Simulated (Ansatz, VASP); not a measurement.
# MgCd2Se3: VASP beside Ansatz

File INCAR:

```
SYSTEM = MgCd2Se3
PREC = Accurate
ENCUT = 600
EDIFF = 1E-7
ISMEAR = 0
SIGMA = 0.1
LREAL = .FALSE.
LASPH = .TRUE.
NELM = 80
ALGO = Normal
ISIF = 3
LWAVE = .FALSE.
LCHARG = .FALSE.
GGA = PE
IBRION = 2
NSW = 90
EDIFFG = -0.04
```

Contents of KPOINTS:

```
Automatic mesh
0
G
  6 6 4
  0 0 0
```

File POSCAR:

```
MgCd2Se3
1.0
    5.0079318400      0.0000000000      0.0000000000
   -2.5039659200      4.3369961900      0.0000000000
    0.0000000000      0.0000000000      4.7126031100
Mg Cd Se
1 2 3
Direct
    0.0000000000      0.0000000000      0.0000000000
    0.3333333300      0.6666666700      0.5000000000
    0.6666666700      0.3333333300      0.5000000000
    0.3333333300      0.6666666700      0.0000000000
    0.6666666700      0.3333333300      0.0000000000
    0.0000000000      0.0000000000      0.5000000000
```

Input for Ansatz:

```yaml
crystal:
  lattice:
    - [5.00793184, 0.0, 0.0]
    - [-2.50396592, 4.33699619, 0.0]
    - [0.0, 0.0, 4.71260311]
  atoms:
    - { symbol: Mg, position: [0.0, 0.0, 0.0] }
    - { symbol: Cd, position: [0.33333333, 0.66666667, 0.5] }
    - { symbol: Cd, position: [0.66666667, 0.33333333, 0.5] }
    - { symbol: Se, position: [0.33333333, 0.66666667, 0.0] }
    - { symbol: Se, position: [0.66666667, 0.33333333, 0.0] }
    - { symbol: Se, position: [0.0, 0.0, 0.5] }
basis:
  ecutwfc: 420
kpoints:
  mp_grid: { grid: [6, 6, 4] }
hamiltonian:
  xc: pbe
scf:
  occupations: { method: gaussian, width: 0.1 }
  lower_state_search: "off"
output:
  forces: true
  stress: true
  eigenvalues: true
relax:
  adjacent_minimum: "off"
  f_tol: 0.04
  max_steps: 70
  cell: { stress_tol: 0.4 }
```

Alike in both runs: task relaxation of cell and atoms; functional PBE; k mesh 6 × 6 × 4; occupations gaussian, width 0.1 eV; no spin polarisation.

|  | VASP | Ansatz |
| --- | --- | --- |
| version | VASP 6.6.1 | Ansatz 0.2.0 |
| potentials or method | VASP PAW PBE potentials, release 64 (Mg, Cd, Se), cutoff 600 eV | scalar-relativistic, plane waves, PAW |
| valence electrons in the cell | 44 | 98 |

|  | VASP | Ansatz | Ansatz less VASP |
| --- | --- | --- | --- |
| gap on the k mesh at the Fermi level, each at its own relaxed structure (eV) | none | none | - |
| relaxed volume (Å³/atom) | 22.54 | 22.40 | -0.137 |
| relaxed cell length with the largest relative difference (Å) | 5.570 | 5.550 | -0.0206 |

A gap of «none» marks a metal or a gap that the smearing closes. VASP's potentials hold 44 valence electrons a cell and Ansatz's 98, so a difference there can come from the potentials and not from the codes.

Noted on VASP's run: the volume moved by over 15 % at a fixed basis, so the end points are rough.
